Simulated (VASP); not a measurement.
# LuAuC6 (P4/mmm) in VASP: further runs, part 2 of 2

VASP 6.6.1.

## Step 3: Relaxation of cell and atoms, PBE

This run uses another cell than the first one, of 16.58 Å³/atom.

Input file INCAR:

```
SYSTEM = LuAuC6
ALGO = Normal
EDIFF = 1E-6
EDIFFG = -0.04
ENCUT = 600
GGA = PE
IBRION = 2
ISIF = 3
ISMEAR = 0
LASPH = .TRUE.
LCHARG = .FALSE.
LREAL = .FALSE.
LWAVE = .FALSE.
NELM = 60
NSW = 90
PREC = Accurate
SIGMA = 0.1
```

Input file KPOINTS:

```
k-points
0
G
  4 4 2
  0 0 0
```

Input file POSCAR:

```
LuAuC6
1.0
    4.0862138800      0.0000000000      0.0000000000
    0.0000000000      4.0862138800      0.0000000000
    0.0000000000      0.0000000000      7.9419356200
Lu C Au
1 6 1
Direct
    0.0000000000      0.0000000000      0.5000000000
    0.5000000000      0.5000000000      0.3519619100
    0.5000000000      0.5000000000      0.6480380900
    0.0000000000      0.5000000000      0.1676982600
    0.0000000000      0.5000000000      0.8323017400
    0.5000000000      0.0000000000      0.1676982600
    0.5000000000      0.0000000000      0.8323017400
    0.0000000000      0.0000000000      0.0000000000
```

Potentials or basis: VASP PAW PBE potentials, release 64 (Lu, C, Au).

Started as:

```bash
cat potpaw_PBE.64/Lu/POTCAR potpaw_PBE.64/C/POTCAR potpaw_PBE.64/Au/POTCAR > POTCAR
mpirun -np 1 vasp_std > vasp.out
```

OUTCAR:

```text
SYSTEM = LuAuC6
   EDIFF = 1E-6
   EDIFFG = -0.04
   ENCUT = 600
   GGA = PE
   IBRION = 2
   ISIF = 3
   ISMEAR = 0
   LASPH = .TRUE.
   LREAL = .FALSE.
   NELM = 60
   NSW = 90
   PREC = Accurate

 ion  position               nearest neighbor table
   1  0.000  0.000  0.500-
   2  0.500  0.500  0.352-
   3  0.500  0.500  0.648-
   4  0.000  0.500  0.168-   8 2.44   8 2.44
   5  0.000  0.500  0.832-   8 2.44   8 2.44
   6  0.500  0.000  0.168-   8 2.44   8 2.44
   7  0.500  0.000  0.832-   8 2.44   8 2.44
   8  0.000  0.000  0.000-   4 2.44   5 2.44   6 2.44   7 2.44   4 2.44   5 2.44   6 2.44   7 2.44

  LATTYP: Found a simple tetragonal cell.
 ALAT       =     4.0862138800
 C/A-ratio  =     1.9435927372

  Lattice vectors:

 A1 = (   4.0862138800,   0.0000000000,   0.0000000000)
 A2 = (   0.0000000000,   4.0862138800,   0.0000000000)
 A3 = (   0.0000000000,   0.0000000000,   7.9419356200)

Analysis of symmetry for initial positions (statically):
=====================================================================
 Subroutine PRICEL returns:
 Original cell was already a primitive cell.

 Routine SETGRP: Setting up the symmetry group for a
 simple tetragonal supercell.

 Subroutine GETGRP returns: Found 16 space group operations
 (whereof 16 operations were pure point group operations)
 out of a pool of 16 trial point group operations.

The static configuration has the point symmetry D_4h.

Analysis of symmetry for dynamics (positions and initial velocities):
=====================================================================
 Subroutine PRICEL returns:
 Original cell was already a primitive cell.

 Routine SETGRP: Setting up the symmetry group for a
 simple tetragonal supercell.

 Subroutine GETGRP returns: Found 16 space group operations
 (whereof 16 operations were pure point group operations)
 out of a pool of 16 trial point group operations.

The dynamic configuration has the point symmetry D_4h.

 Subroutine INISYM returns: Found 16 space group operations
 (whereof 16 operations are pure point group operations),
 and found     1 'primitive' translations

----------------------------------------------------------------------------------------

[... 111 lines left out ...]
     AMIX_MAG =   1.60;   BMIX_MAG =  1.00
  volume/ion in A,a.u.               =      16.58       111.86
  Fermi-wavevector in a.u.,A,eV,Ry     =   1.256808  2.375023 21.491318  1.579567
  Thomas-Fermi vector in A             =   2.390498
   LORBIT       =      0    0 simple, 1 ext, 2 COOP (PROOUT), +10 PAW based schemes
   GGA     = PE    functional components
   LHFCALC =     F    Hartree Fock is set to
   AEXX    =    0.0000 exact exchange contribution
   IVDW    =     0    specifies the selected vdW correction
   LEPSILON=     F    determine dielectric tensor
   LRPA    =     F    only Hartree local field effects (RPA)
 conjugate gradient relaxation of ions
 non-spin polarized calculation
 Gauss-broadening in eV      SIGMA  =   0.10
  energy-cutoff  :      600.00
  volume of cell :      132.61
 maximum number of plane-waves:      4456
 NGX is ok and might be reduce to    36
   NGX = 17   NGY = 17   NGZ = 31

--------------------------------------- Ionic step        1  -------------------------------------------

 number of electron      59.9999993 magnetization

 Free energy of the ion-electron system (eV)
  ---------------------------------------------------
  ext. energy  EPLUGINS =         0.00000000
  ---------------------------------------------------
  free energy    TOTEN  =       -36.53839485 eV

  energy without entropy =      -36.51699110  energy(sigma->0) =      -36.52769297

 E-fermi :   2.5666     XC(G=0): -10.0638

 val. band max:        2.5124889862   @ k =   0.2500   0.0000   0.0000
 cond. band min:       2.6178159817   @ k =   0.5000   0.2500   0.0000
 fundamental gap:      0.1053269955
 Fermi energy:         2.5666096036

 k-point     1 :       0.0000    0.0000    0.0000
  band No.  band energies     occupation
      1     -55.3743      2.00000
      2     -25.9330      2.00000
      3     -25.8809      2.00000
      4     -25.8809      2.00000
      5      -9.4576      2.00000
      6      -8.0148      2.00000
[... 576 lines left out ...]
  FREE ENERGIE OF THE ION-ELECTRON SYSTEM (eV)
  ---------------------------------------------------
  free  energy   TOTEN  =       -42.1001554284 eV

  energy  without entropy=      -42.0709276590  energy(sigma->0) =      -42.08554154

[... ionic steps 4 to 29 ...]

--------------------------------------- Ionic step       30  -------------------------------------------

 number of electron      59.9999999 magnetization

------------------------ aborting loop because EDIFF is reached ----------------------------------------
[... 79 lines left out ...]
--------------------------------------- Ionic step       32  -------------------------------------------

 number of electron      60.0000000 magnetization

 Free energy of the ion-electron system (eV)
  ---------------------------------------------------
  ext. energy  EPLUGINS =         0.00000000
  ---------------------------------------------------
  free energy    TOTEN  =       -46.25928755 eV

  energy without entropy =      -46.23225868  energy(sigma->0) =      -46.24577311

 E-fermi :   7.3884     XC(G=0): -12.5691

 val. band max:        7.3704135766   @ k =   0.5000   0.2500   0.0000
 cond. band min:       7.4070234530   @ k =   0.5000   0.2500   0.0000
 fundamental gap:      0.0366098764
 Fermi energy:         7.3884379945

 k-point     1 :       0.0000    0.0000    0.0000
  band No.  band energies     occupation
      1     -48.4921      2.00000
      2     -19.4462      2.00000
      3     -19.2721      2.00000
      4     -19.2721      2.00000
      5      -9.8085      2.00000
      6      -6.1759      2.00000
[... 492 lines left out ...]
  FREE ENERGIE OF THE ION-ELECTRON SYSTEM (eV)
  ---------------------------------------------------
  free  energy   TOTEN  =       -46.2592875529 eV

  energy  without entropy=      -46.2322586752  energy(sigma->0) =      -46.24577311

 reached required accuracy - stopping structural energy minimisation
```

OSZICAR:

```text
N       E                     dE             d eps       ncg     rms          rms(c)
DAV:   1     0.466279979898E+03    0.46628E+03   -0.28046E+04  1280   0.454E+03
[... 407 lines left out ...]
DAV:   2    -0.462595680155E+02    0.10932E-02   -0.94714E-03  1408   0.290E+00    0.178E-01
DAV:   3    -0.462592884088E+02    0.27961E-03   -0.14663E-03  1480   0.424E-01    0.575E-02
DAV:   4    -0.462592576734E+02    0.30735E-04   -0.50367E-04  1516   0.355E-01    0.462E-02
DAV:   5    -0.462592687528E+02   -0.11079E-04   -0.46308E-05  1320   0.454E-02    0.295E-02
DAV:   6    -0.462592843167E+02   -0.15564E-04   -0.25843E-05  1460   0.379E-02    0.186E-02
DAV:   7    -0.462592871733E+02   -0.28566E-05   -0.12765E-05  1312   0.421E-02    0.276E-03
DAV:   8    -0.462592875529E+02   -0.37957E-06   -0.23640E-06   848   0.829E-03
  32 F= -.46259288E+02 E0= -.46245773E+02  d E =-.461484E-02
```

CONTCAR:

```text
LuAuC6
   1.00000000000000
     3.6301601621322361   -0.0000000000000000   -0.0000000000000000
    -0.0000000000000000    3.6301601621322361    0.0000000000000000
    -0.0000000000000000   -0.0000000000000000    5.9882483364336254
  Lu              C               Au
     1     6     1
Direct
     0.0000000000000000    0.0000000000000000    0.5000000000000000
     0.5000000000000000    0.5000000000000000    0.3743865727146121
     0.5000000000000000    0.5000000000000000    0.6256134272853880
     0.0000000000000000    0.5000000000000000    0.2353995284239034
     0.0000000000000000    0.5000000000000000    0.7646004715760967
     0.5000000000000000    0.0000000000000000    0.2353995284239034
     0.5000000000000000    0.0000000000000000    0.7646004715760967
     0.0000000000000000    0.0000000000000000    0.0000000000000000

  0.00000000E+00  0.00000000E+00  0.00000000E+00
  0.00000000E+00  0.00000000E+00  0.00000000E+00
  0.00000000E+00  0.00000000E+00  0.00000000E+00
  0.00000000E+00  0.00000000E+00  0.00000000E+00
  0.00000000E+00  0.00000000E+00  0.00000000E+00
  0.00000000E+00  0.00000000E+00  0.00000000E+00
  0.00000000E+00  0.00000000E+00  0.00000000E+00
  0.00000000E+00  0.00000000E+00  0.00000000E+00
```

It took 40 min on 1 thread of Intel Xeon Platinum 8259CL at 2.50GHz (Skylake/Cascade Lake), shared host; peak memory 0.36 GiB.

What came out:

| Property | Result |
| --- | --- |
| Free energy | -46.2593 eV |
| Relaxed volume | 9.86 Å³/atom |
| Relaxed cell | a = 3.630 Å, b = 3.630 Å, c = 5.988 Å, α = 90.00°, β = 90.00°, γ = 90.00° |
| Space group after relaxing (to 0.1 Å) | P4/mmm (No. 123) |
| Pressure after relaxing | 0.1 GPa |
| Largest force after relaxing | 0.020 eV/Å |
| Band gap on the k mesh | zero (bands 30 and 31 overlap by 2.44 eV) |

Forces in eV/Å, atoms in the order of the input:
```
Lu   0.000  0.000  0.000
C    0.000  0.000 -0.020
C    0.000  0.000  0.020
C    0.000  0.000  0.016
C    0.000  0.000 -0.016
C    0.000  0.000  0.016
C    0.000  0.000 -0.016
Au   0.000  0.000  0.000
```

Final structure:
```xyz
8
Lattice="3.6302 0.0000 0.0000 0.0000 3.6302 0.0000 0.0000 0.0000 5.9882" Properties=species:S:1:pos:R:3 pbc="T T T"
Lu    0.0000    0.0000    2.9941
C     1.8151    1.8151    2.2419
C     1.8151    1.8151    3.7463
C     0.0000    1.8151    1.4096
C     0.0000    1.8151    4.5786
C     1.8151    0.0000    1.4096
C     1.8151    0.0000    4.5786
Au    0.0000    0.0000    0.0000
```

Levels at points of the mesh, in eV from the Fermi level:
| k point | band 26 | band 27 | band 28 | band 29 | band 30 | band 31 | band 32 | band 33 | band 34 | band 35 |
| --- | --- | --- | --- | --- | --- | --- | --- | --- | --- | --- |
| (0.00, 0.00, 0.00) | -3.62 | -3.62 | -1.22 | -0.94 | -0.94 | 0.34 | 0.63 | 1.03 | 1.03 | 1.12 |
| (0.50, 0.00, 0.00) | -3.53 | -2.89 | -1.93 | -1.34 | -0.59 | -0.50 | -0.47 | 0.76 | 2.07 | 2.70 |
| (0.50, 0.50, 0.00) | -4.57 | -4.57 | 0.90 | 0.90 | 1.94 | 2.05 | 2.05 | 2.28 | 2.37 | 2.77 |
| (0.00, 0.00, 0.50) | -3.90 | -2.08 | -1.54 | -1.43 | -0.19 | -0.19 | 0.15 | 2.03 | 2.08 | 2.08 |
| (0.50, 0.00, 0.50) | -3.44 | -3.24 | -3.19 | -3.01 | -2.03 | 1.23 | 1.26 | 1.38 | 1.63 | 2.58 |
| (0.50, 0.50, 0.50) | -3.82 | -3.82 | -0.63 | -0.63 | 1.17 | 2.55 | 2.58 | 3.20 | 3.20 | 3.33 |

Caveat: the k points lie up to 0.52 Å⁻¹ apart in the final cell, too coarse for converged energies and pressures of a metal; the volume moved by over 15 % at a fixed basis, so the end points are rough; spin-orbit coupling is left out, which moves the levels of the heavy elements.

## Step 4: Single point, PBE

This run uses another cell than the first one, of 9.72 Å³/atom.

Input file INCAR:

```
SYSTEM = LuAuC6
PREC = Accurate
ENCUT = 520
EDIFF = 1E-6
ISMEAR = 0
SIGMA = 0.1
LREAL = .False.
LASPH = .True.
NELM = 60
ALGO = Normal
ISIF = 2
LWAVE = .False.
LCHARG = .True.
GGA = PE
LELF = .True.
LVHAR = .True.
NBANDS = 40
```

Input file KPOINTS:

```
Automatic mesh
0
Gamma
  12 12 6
  0 0 0
```

Input file POSCAR:

```
LuAuC6
1.0
    3.1333767367      0.0000000000      0.0000000000
    0.0000000000      3.1333767367      0.0000000000
    0.0000000000      0.0000000000      7.9214635400
Lu C Au
1 6 1
Direct
    0.0000000000      0.0000000000      0.5000000000
    0.5000000000      0.5000000000      0.3063735389
    0.5000000000      0.5000000000      0.6936264611
    0.0000000000      0.5000000000      0.2272586300
    0.0000000000      0.5000000000      0.7727413700
    0.5000000000      0.0000000000      0.2272586300
    0.5000000000      0.0000000000      0.7727413700
    0.0000000000      0.0000000000      0.0000000000
```

Started as:

```bash
cat potpaw_PBE.64/Lu/POTCAR potpaw_PBE.64/C/POTCAR potpaw_PBE.64/Au/POTCAR > POTCAR
mpirun -np 1 vasp_std > vasp.out
```

It took 6.4 min on 1 thread of Intel Xeon Platinum 8259CL at 2.50GHz (Skylake/Cascade Lake), shared host; peak memory 0.43 GiB.

The run converged. Its results:

* Free energy: -46.4417 eV
* Pressure: 0.3 GPa
* Largest force: 0.013 eV/Å
* Band gap on the k mesh: zero (bands 30 and 31 overlap by 1.76 eV)

Forces in eV/Å, atoms in the order of the input:
```
Lu   0.000  0.000  0.000
C    0.000  0.000 -0.013
C    0.000  0.000  0.013
C    0.000  0.000 -0.012
C    0.000  0.000  0.012
C    0.000  0.000 -0.012
C    0.000  0.000  0.012
Au   0.000  0.000  0.000
```

Stress tensor (GPa, compression positive):
```
0.25 0.00 0.00
0.00 0.25 0.00
0.00 0.00 0.43
```

Levels at points of the mesh, in eV from the Fermi level:
```
           k point  band 26  band 27  band 28  band 29  band 30  band 31  band 32  band 33  band 34  band 35
(0.00, 0.00, 0.00)    -4.34    -3.71    -0.90    -0.34    -0.06     0.53     1.20     1.66     1.66     2.47
(0.50, 0.00, 0.00)    -3.02    -2.69    -2.20    -1.31    -1.17    -0.35    -0.22     0.29     0.66     2.98
(0.50, 0.50, 0.00)    -3.20    -3.02    -2.82    -0.09    -0.09     2.17     4.28     4.30     4.97     5.37
(0.00, 0.00, 0.50)    -3.71    -2.60    -1.36    -1.32    -1.10     0.71     1.67     1.67     2.03     2.74
(0.50, 0.00, 0.50)    -3.36    -2.50    -2.48    -1.79    -0.67     0.12     0.29     1.07     1.25     2.22
(0.50, 0.50, 0.50)    -3.20    -2.73    -2.40     0.46     0.46     3.73     4.23     4.27     4.27     4.28
```

Caveat: spin-orbit coupling is left out, which moves the levels of the heavy elements.

## Step 5: Overview

| task | cell | k mesh | cutoff (eV) | gap on the mesh (eV) | pressure (GPa) | largest force (eV/Å) |
| --- | --- | --- | --- | --- | --- | --- |
| single point | a = 3.436, b = 3.436, c = 6.606 Å, 8 atoms, atomic positions A | 4 × 4 × 2 | 520 | none | 0.3 | 0.02 |
| relaxation of cell and atoms | relaxed from a = 4.086, b = 4.086, c = 7.942 Å, 8 atoms, atomic positions B | 4 × 4 × 2 | 600 | none | 0.1 | 0.02 |
| single point | a = 3.133, b = 3.133, c = 7.921 Å, 8 atoms, atomic positions C | 12 × 12 × 6 | 520 | none | 0.3 | 0.01 |

Alike in all rows: level PBE; potentials or basis VASP PAW PBE potentials, release 64 (Lu, C, Au); no spin polarisation; smearing gaussian 0.1 eV.

Caveats: some runs use coarse meshes; spin-orbit coupling is left out, which moves the levels of the heavy elements; the volume moved by over 15 % at a fixed basis, so the end points are rough (at least some runs).

Total energies depend on the potentials used, so only differences within one code and one set of settings carry meaning.
